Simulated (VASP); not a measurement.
# Na2S (Fm-3m) in VASP: notebook

Aim: see how the results for Na2S move with the level of theory and the settings. Levels: r2SCAN, HSE06. Tasks: single point.

Everything below comes from runs of VASP 6.6.1. Logs are shortened: lines on timing, memory, paths and dates and some standing lists are left out, and cuts for length are marked.

### 1 The cell of the first run

It takes space group Fm-3m (No. 225, cubic). Conventional cell: a = 6.511 Å, b = 6.511 Å, c = 6.511 Å, α = 90.00°, β = 90.00°, γ = 90.00°. Within 3.7 Å of Na (site symmetry -43m) lie 4 S at 2.82 Å and 6 Na at 3.26 Å. Within 3.7 Å of S (site symmetry m-3m) lie 8 Na at 2.82 Å.

### 2 Single point, r2SCAN

The input, POSCAR:

```
Na2S
1.0
    0.0000000000      3.2554374458      3.2554374458
    3.2554374458      0.0000000000      3.2554374458
    3.2554374458      3.2554374458      0.0000000000
Na S
2 1
Direct
    0.2500000000      0.2500000000      0.2500000000
    0.7500000000      0.7500000000      0.7500000000
    0.0000000000      0.0000000000      0.0000000000
```

The input, INCAR.step1:

```
ALGO = Normal ; EDIFF = 1E-5
ENCUT = 550 ; GGA = PE
GGA_COMPAT = False ; ISMEAR = 0
LASPH = True ; LCHARG = False
LREAL = False ; LWAVE = True
NBANDS = 17 ; NELM = 120
PREC = Accurate ; SIGMA = 0.01
```

The input, INCAR.step2:

```
ALGO = Normal ; EDIFF = 1E-6
ENCUT = 550 ; GGA_COMPAT = False
ISIF = 2 ; ISMEAR = 0
ISTART = 1 ; LASPH = True
LCHARG = True ; LELF = True
LMIXTAU = True ; LREAL = False
LVHAR = True ; LWAVE = False
METAGGA = R2SCAN ; NBANDS = 17
NELM = 120 ; PREC = Accurate
SIGMA = 0.01
```

The input, KPOINTS:

```
k-points
0
Gamma
  6 6 6
```

Potentials or basis: VASP PAW PBE potentials, release 64 (Na_pv, S).

Launch:

```
$ cat potpaw_PBE.64/Na_pv/POTCAR potpaw_PBE.64/S/POTCAR > POTCAR
$ cp INCAR.step1 INCAR
$ mpirun -np 1 vasp_std > vasp.out
$ cp INCAR.step2 INCAR
$ mpirun -np 1 vasp_std > vasp.out
```

OUTCAR:

```text
EDIFF = 1E-6
   ENCUT = 550
   ISIF = 2
   ISMEAR = 0
   ISTART = 1
   LASPH = True
   LREAL = False
   METAGGA = R2SCAN
   NELM = 120
   PREC = Accurate

 ion  position               nearest neighbor table
   1  0.250  0.250  0.250-
   2  0.750  0.750  0.750-
   3  0.000  0.000  0.000-

  LATTYP: Found a face centered cubic cell.
 ALAT       =     6.5108748916

  Lattice vectors:

 A1 = (   0.0000000000,   3.2554374458,   3.2554374458)
 A2 = (   3.2554374458,   0.0000000000,   3.2554374458)
 A3 = (   3.2554374458,   3.2554374458,   0.0000000000)

Analysis of symmetry for initial positions (statically):
=====================================================================
 Subroutine PRICEL returns:
 Original cell was already a primitive cell.

 Routine SETGRP: Setting up the symmetry group for a
 face centered cubic supercell.

 Subroutine GETGRP returns: Found 48 space group operations
 (whereof 48 operations were pure point group operations)
 out of a pool of 48 trial point group operations.

The static configuration has the point symmetry O_h .

Analysis of symmetry for dynamics (positions and initial velocities):
=====================================================================
 Subroutine PRICEL returns:
 Original cell was already a primitive cell.

 Routine SETGRP: Setting up the symmetry group for a
 face centered cubic supercell.

 Subroutine GETGRP returns: Found 48 space group operations
 (whereof 48 operations were pure point group operations)
 out of a pool of 48 trial point group operations.

The dynamic configuration has the point symmetry O_h .

 Subroutine INISYM returns: Found 48 space group operations
 (whereof 48 operations are pure point group operations),
 and found     1 'primitive' translations

----------------------------------------------------------------------------------------

                                     Primitive cell

  volume of cell :      69.0014

  direct lattice vectors                    reciprocal lattice vectors
     0.000000000  3.255437446  3.255437446    -0.153589190  0.153589190  0.153589190
     3.255437446  0.000000000  3.255437446     0.153589190 -0.153589190  0.153589190
[... 74 lines left out ...]
   LSORBIT =      F    spin-orbit coupling
   LASPH  =      T    aspherical Exc in radial PAW
   ENCUT  =  550.0 eV  40.42 Ry    6.36 a.u.   8.80  8.80  8.80*2*pi/ulx,y,z
   NELM   =    120;   NELMIN=  2; NELMDL=  0     # of ELM steps
   EDIFF  = 0.1E-05   stopping-criterion for ELM
   LREAL  =      F    real-space projection
   EDIFFG = 0.1E-04   stopping-criterion for IOM
   NSW    =      0    number of steps for IOM
   IBRION =     -1    ionic relax: 0-MD 1-quasi-New 2-CG
   NFREE  =      0    steps in history (QN), initial steepest desc. (CG)
   ISIF   =      2    stress and relaxation
   ISYM   =      2    0-nonsym 1-usesym 2-fastsym
   POTIM  = 0.5000    time-step for ionic-motion
   TEBEG  =    0.0;   TEEND  =   0.0 temperature during run
   PSTRESS=    0.0 pullay stress
   NELECT =      20.0000    total number of electrons
   NUPDOWN=      -1.0000    fix difference up-down
   EMIN   =  10.00;   EMAX   =-10.00  energy-range for DOS
   EFERMI =   0.00;   METHOD = LEGACY
   ISMEAR =     0;   SIGMA  =   0.01  broadening in eV -4-tet -1-fermi 0-gaus
   EFERMI_NEDOS =   21; number of points for ismear=-14 and -15
   IALGO  =     38    algorithm
   IMIX   =      4    mixing-type and parameters
     AMIX     =   0.40;   BMIX     =  1.00
     AMIX_MAG =   1.60;   BMIX_MAG =  1.00
  volume/ion in A,a.u.               =      23.00       155.21
  Fermi-wavevector in a.u.,A,eV,Ry     =   1.083425  2.047376 15.970648  1.173809
  Thomas-Fermi vector in A             =   2.219491
   LORBIT       =      0    0 simple, 1 ext, 2 COOP (PROOUT), +10 PAW based schemes
   METAGGA = R2SCAN    functional components
   LHFCALC =     F    Hartree Fock is set to
   AEXX    =    0.0000 exact exchange contribution
   IVDW    =     0    specifies the selected vdW correction
   LEPSILON=     F    determine dielectric tensor
   LRPA    =     F    only Hartree local field effects (RPA)
 non-spin polarized calculation
 Gauss-broadening in eV      SIGMA  =   0.01
  energy-cutoff  :      550.00
  volume of cell :       69.00
 maximum number of plane-waves:      2085
   NGX = 17   NGY = 17   NGZ = 17

 number of electron      19.9999984 magnetization

 Free energy of the ion-electron system (eV)
  ---------------------------------------------------
  ext. energy  EPLUGINS =         0.00000000
  ---------------------------------------------------
  free energy    TOTEN  =       -18.96727405 eV

  energy without entropy =      -18.96727405  energy(sigma->0) =      -18.96727405

 E-fermi :  -0.0315     XC(G=0):  -8.3202

 val. band max:       -0.0737214109   @ k =   0.0000   0.0000   0.0000
 cond. band min:       3.0389449160   @ k =   0.0000   0.0000   0.0000
 fundamental gap:      3.1126663269
 Fermi energy:        -0.0314913580

 k-point     1 :       0.0000    0.0000    0.0000
  band No.  band energies     occupation
      1     -23.0972      2.00000
      2     -23.0972      2.00000
      3     -23.0972      2.00000
      4     -23.0452      2.00000
      5     -23.0452      2.00000
      6     -23.0452      2.00000
[... 297 lines left out ...]
      4     -23.0557      2.00000
      5     -23.0363      2.00000
      6     -23.0329      2.00000
[... 9 lines left out ...]
     16      11.9287      0.00000
     17      12.6246      0.00000

------------------------ aborting loop because EDIFF is reached ----------------------------------------

  FORCE on cell =-STRESS in cart. coord.  units (eV):
  Direction    XX          YY          ZZ          XY          YZ          ZX
  --------------------------------------------------------------------------------------
  -------------------------------------------------------------------------------------
  Total       -0.0292807     -0.0292807     -0.0292807      0.0000000      0.0000000      0.0000000
  in kB       -0.6798835     -0.6798835     -0.6798835      0.0000000      0.0000000      0.0000000
  external PRESSURE =      -0.6798835 kB  Pullay stress =       0.0000000 kB

 VOLUME and BASIS-vectors are now :
 -----------------------------------------------------------------------------
  energy-cutoff  :      550.00
  volume of cell :       69.00
      direct lattice vectors                 reciprocal lattice vectors
     0.000000000  3.255437446  3.255437446    -0.153589190  0.153589190  0.153589190
     3.255437446  0.000000000  3.255437446     0.153589190 -0.153589190  0.153589190
     3.255437446  3.255437446  0.000000000     0.153589190  0.153589190 -0.153589190

 POSITION                                       TOTAL-FORCE (eV/Angst)
 -----------------------------------------------------------------------------------
      1.62772      1.62772      1.62772        -0.000000      0.000000     -0.000000
      4.88316      4.88316      4.88316         0.000000     -0.000000      0.000000
      0.00000      0.00000      0.00000        -0.000000      0.000000      0.000000
 -----------------------------------------------------------------------------------
    total drift:                                0.000000      0.000000      0.000000

  FREE ENERGIE OF THE ION-ELECTRON SYSTEM (eV)
  ---------------------------------------------------
  free  energy   TOTEN  =       -18.9672740521 eV

  energy  without entropy=      -18.9672740521  energy(sigma->0) =      -18.96727405
```

OUTCAR.step1:

```text
EDIFF = 1E-5
   ENCUT = 550
   GGA = PE
   ISMEAR = 0
[... 534 lines left out ...]
      1.62772      1.62772      1.62772         0.000000      0.000000     -0.000000
      4.88316      4.88316      4.88316        -0.000000     -0.000000      0.000000
      0.00000      0.00000      0.00000         0.000000      0.000000      0.000000
 -----------------------------------------------------------------------------------
    total drift:                                0.000000      0.000000      0.000000

  FREE ENERGIE OF THE ION-ELECTRON SYSTEM (eV)
  ---------------------------------------------------
  free  energy   TOTEN  =        -9.9713698418 eV

  energy  without entropy=       -9.9713698418  energy(sigma->0) =       -9.97136984
```

OSZICAR.step1:

```text
N       E                     dE             d eps       ncg     rms          rms(c)
DAV:   1     0.145302713721E+03    0.14530E+03   -0.10782E+04   544   0.127E+03
DAV:   2     0.584423752797E+00   -0.14472E+03   -0.13957E+03   577   0.322E+02
DAV:   3    -0.106022113304E+02   -0.11187E+02   -0.11133E+02   696   0.876E+01
DAV:   4    -0.108147421112E+02   -0.21253E+00   -0.21234E+00   649   0.128E+01
DAV:   5    -0.108187147989E+02   -0.39727E-02   -0.39723E-02   711   0.177E+00    0.372E+00
DAV:   6    -0.100137770519E+02    0.80494E+00   -0.15848E+00   715   0.554E+00    0.297E+00
DAV:   7    -0.996050126734E+01    0.53276E-01   -0.24120E-01   650   0.208E+00    0.195E+00
DAV:   8    -0.996995596633E+01   -0.94547E-02   -0.19218E-02   571   0.112E+00    0.582E-01
DAV:   9    -0.996982393013E+01    0.13204E-03   -0.33695E-04   733   0.143E-01    0.526E-01
DAV:  10    -0.997151243467E+01   -0.16885E-02   -0.72512E-03   560   0.455E-01    0.474E-01
DAV:  11    -0.997137060804E+01    0.14183E-03   -0.31639E-04   625   0.112E-01    0.225E-01
DAV:  12    -0.997135699601E+01    0.13612E-04   -0.83215E-05   636   0.460E-02    0.638E-02
DAV:  13    -0.997137061344E+01   -0.13617E-04   -0.10713E-04   563   0.565E-02    0.442E-02
DAV:  14    -0.997136984175E+01    0.77169E-06   -0.63402E-06   514   0.148E-02
   1 F= -.99713698E+01 E0= -.99713698E+01  d E =-.464250E-35
```

Wall time 63 s (1 thread of Intel Xeon Platinum 8259CL at 2.50GHz (Skylake/Cascade Lake), shared host); peak memory 0.2 GiB.

Results:

* Free energy: -18.9673 eV
* Pressure: -0.1 GPa
* Band gap on the k mesh: 3.11 eV

Caveat: the PAW data sets were made with another functional, which shifts forces and pressure a little.

### 3 Single point, HSE06

POSCAR is that of step 2.

The input, INCAR.step1:

```
PREC = Accurate
ENCUT = 400
EDIFF = 1E-5
ISMEAR = 0
SIGMA = 0.01
LREAL = False
LASPH = True
NELM = 120
ALGO = Normal
ISIF = 2
LWAVE = True
LCHARG = False
NBANDS = 17
GGA = PE
GGA_COMPAT = False
```

The input, INCAR.step2:

```
PREC = Accurate
ENCUT = 400
EDIFF = 1E-6
ISMEAR = 0
SIGMA = 0.01
LREAL = False
LASPH = True
NELM = 120
ALGO = Normal
ISIF = 2
LWAVE = False
LCHARG = False
GGA = PE
LHFCALC = True
HFSCREEN = 0.2079
PRECFOCK = Normal
NBANDS = 17
ISTART = 1
GGA_COMPAT = False
```

The input, KPOINTS:

```
Automatic mesh
0
Gamma
  6 6 6
```

Potentials or basis: VASP PAW PBE potentials, release 64 (Na_pv, S).

Launch:

```
$ cat potpaw_PBE.64/Na_pv/POTCAR potpaw_PBE.64/S/POTCAR > POTCAR
$ cp INCAR.step1 INCAR
$ mpirun -np 1 vasp_std > vasp.out
$ cp INCAR.step2 INCAR
$ mpirun -np 1 vasp_std > vasp.out
```

OUTCAR:

```text
PREC = Accurate
   ENCUT = 400
   EDIFF = 1E-6
   ISMEAR = 0
   LREAL = False
   LASPH = True
   NELM = 120
   ISIF = 2
   GGA = PE
   LHFCALC = True
   HFSCREEN = 0.2079
   PRECFOCK = Normal
   ISTART = 1

 ion  position               nearest neighbor table
   1  0.250  0.250  0.250-
   2  0.750  0.750  0.750-
   3  0.000  0.000  0.000-

  LATTYP: Found a face centered cubic cell.
 ALAT       =     6.5108748916

  Lattice vectors:

 A1 = (   0.0000000000,   3.2554374458,   3.2554374458)
 A2 = (   3.2554374458,   0.0000000000,   3.2554374458)
 A3 = (   3.2554374458,   3.2554374458,   0.0000000000)

Analysis of symmetry for initial positions (statically):
=====================================================================
 Subroutine PRICEL returns:
 Original cell was already a primitive cell.

 Routine SETGRP: Setting up the symmetry group for a
 face centered cubic supercell.

 Subroutine GETGRP returns: Found 48 space group operations
[... 162 lines left out ...]
  free energy    TOTEN  =       -11.50351112 eV

  energy without entropy =      -11.50351112  energy(sigma->0) =      -11.50351112

 E-fermi :  -0.3399     XC(G=0):  -6.5786

 val. band max:       -0.4734796393   @ k =   0.0000   0.0000   0.0000
 cond. band min:       3.0423155038   @ k =   0.0000   0.0000   0.0000
 fundamental gap:      3.5157951431
 Fermi energy:        -0.3398996181

 k-point     1 :       0.0000    0.0000    0.0000
  band No.  band energies     occupation
      1     -24.9987      2.00000
      2     -24.9987      2.00000
      3     -24.9987      2.00000
      4     -24.9466      2.00000
      5     -24.9466      2.00000
      6     -24.9466      2.00000
[... 297 lines left out ...]
      4     -24.9574      2.00000
      5     -24.9378      2.00000
      6     -24.9347      2.00000
[... 9 lines left out ...]
     16      12.1190      0.00000
     17      12.9353      0.00000

------------------------ aborting loop because EDIFF is reached ----------------------------------------

  FORCE on cell =-STRESS in cart. coord.  units (eV):
  Direction    XX          YY          ZZ          XY          YZ          ZX
  --------------------------------------------------------------------------------------
  -------------------------------------------------------------------------------------
  Total        0.0042655      0.0042655      0.0042655      0.0000000     -0.0000000     -0.0000000
  in kB        0.0990422      0.0990422      0.0990422      0.0000000     -0.0000000     -0.0000000
  external PRESSURE =       0.0990422 kB  Pullay stress =       0.0000000 kB

 VOLUME and BASIS-vectors are now :
 -----------------------------------------------------------------------------
  energy-cutoff  :      400.00
  volume of cell :       69.00
      direct lattice vectors                 reciprocal lattice vectors
     0.000000000  3.255437446  3.255437446    -0.153589190  0.153589190  0.153589190
     3.255437446  0.000000000  3.255437446     0.153589190 -0.153589190  0.153589190
     3.255437446  3.255437446  0.000000000     0.153589190  0.153589190 -0.153589190

 POSITION                                       TOTAL-FORCE (eV/Angst)
 -----------------------------------------------------------------------------------
      1.62772      1.62772      1.62772        -0.000000     -0.000000     -0.000000
      4.88316      4.88316      4.88316         0.000000      0.000000      0.000000
      0.00000      0.00000      0.00000         0.000000     -0.000000      0.000000
 -----------------------------------------------------------------------------------
    total drift:                                0.000000      0.000000      0.000000

  FREE ENERGIE OF THE ION-ELECTRON SYSTEM (eV)
  ---------------------------------------------------
  free  energy   TOTEN  =       -11.5035111200 eV

  energy  without entropy=      -11.5035111200  energy(sigma->0) =      -11.50351112
```

OUTCAR.step1:

```text
PREC = Accurate
   ENCUT = 400
   EDIFF = 1E-5
   ISMEAR = 0
   LREAL = False
[... 534 lines left out ...]
      1.62772      1.62772      1.62772         0.000000     -0.000000     -0.000000
      4.88316      4.88316      4.88316        -0.000000      0.000000      0.000000
      0.00000      0.00000      0.00000         0.000000     -0.000000      0.000000
 -----------------------------------------------------------------------------------
    total drift:                                0.000000     -0.000000      0.000000

  FREE ENERGIE OF THE ION-ELECTRON SYSTEM (eV)
  ---------------------------------------------------
  free  energy   TOTEN  =        -9.9707806179 eV

  energy  without entropy=       -9.9707806179  energy(sigma->0) =       -9.97078062
```

Run time: 33 min. Hardware: 1 thread of Intel Xeon Platinum 8259CL at 2.50GHz (Skylake/Cascade Lake), shared host; peak memory 0.28 GiB.

What came out:

```yaml
Free_energy: -11.5035 eV
Pressure: 0.0 GPa
Band_gap_on_the_k_mesh: 3.52 eV
```

Caveat: the PAW data sets were made with another functional, which shifts forces and pressure a little.
